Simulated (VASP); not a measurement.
Input of a VASP 6.6.1 run:

The input INCAR:

```
ALGO = Normal
EDIFF = 1E-8
ENCUT = 520
GGA = PE
IBRION = 8
ISIF = 2
ISMEAR = -1
LASPH = True
LCHARG = False
LREAL = False
LWAVE = False
NELM = 80
NSW = 1
PREC = Accurate
SIGMA = 0.05
```

File KPOINTS:

```
k-points
0
Gamma
  6 6 6
```

File POSCAR:

```
Sb
1.0
    2.1542000000      1.2437279499      3.7580000000
   -2.1542000000      1.2437279499      3.7580000000
    0.0000000000     -2.4874558998      3.7580000000
Sb
2
Direct
    0.7665100000      0.7665100000      0.7665100000
    0.2334900000      0.2334900000      0.2334900000
```

Potentials or basis: VASP PAW PBE potentials, release 64 (Sb).

The run is started by

```console
$ cat potpaw_PBE.64/Sb/POTCAR > POTCAR
$ mpirun -np 1 vasp_std > vasp.out
```

(1) Estimate the highest phonon frequency at Γ.

Results:

(1) 155 cm⁻¹.

Caveat: the cell wasn't relaxed at this level first, which shifts response properties.
